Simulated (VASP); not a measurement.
Wanted: the native input for a VASP 6.6.1 run.

```
Task                   : single point
Functional             : PBE
Potentials or basis    : VASP PAW PBE potentials, release 64 (Zn, Cd, Te, S)
Cutoff                 : 520 eV
k mesh                 : 4 × 4 × 4
Occupations            : gaussian, width 0.1 eV
Spin                   : no spin polarisation
Dipole correction      : no
Further INCAR settings : ALGO = Normal; EDIFF = 1e-06; NBANDS = 36
```

The structure of ZnCd2Te2S lies in POSCAR:

```
ZnCd2Te2S
1.0
    5.3627476277      0.0000000000      0.0000000000
    0.0000000000      5.3627476277      0.0000000000
    0.0000000000      0.0000000000      6.0779780860
Zn Cd Te S
1 2 2 1
Direct
    0.5000000000      0.5000000000      0.0000000000
    0.5000000000      0.0000000000      0.5000000000
    0.0000000000      0.5000000000      0.5000000000
    0.5000000000      0.0000000000      0.0000000000
    0.0000000000      0.5000000000      0.0000000000
    0.0000000000      0.0000000000      0.5000000000
```

The cell was generated, and may not be a known phase.

One way to write it, as run:

INCAR

```
  PREC = Accurate
  ENCUT = 520
  EDIFF = 1E-6
  ISMEAR = 0
  SIGMA = 0.1
  LREAL = False
  LASPH = True
  NELM = 80
  ALGO = Normal
  ISIF = 2
  LWAVE = False
  LCHARG = True
  GGA = PE
  LELF = True
  LVHAR = True
  NBANDS = 36
```

KPOINTS

```
regular mesh
0
Gamma
  4 4 4
```

Potentials or basis: VASP PAW PBE potentials, release 64 (Zn, Cd, Te, S).

Run with:

```sh
$ cat potpaw_PBE.64/Zn/POTCAR potpaw_PBE.64/Cd/POTCAR potpaw_PBE.64/Te/POTCAR potpaw_PBE.64/S/POTCAR > POTCAR
$ mpirun -np 1 vasp_std > vasp.out
```

It gave:

```
Pressure               : 0.1 GPa
Band gap on the k mesh : zero (bands 27 and 28 overlap by 1.26 eV)
```

Caveat: spin-orbit coupling is left out, which moves the levels of the heavy elements.

Run time: 44 s on 1 thread of Intel(R) Xeon(R) 6975P-C (Granite Rapids), with other jobs on the host, peak memory 0.33 GiB.
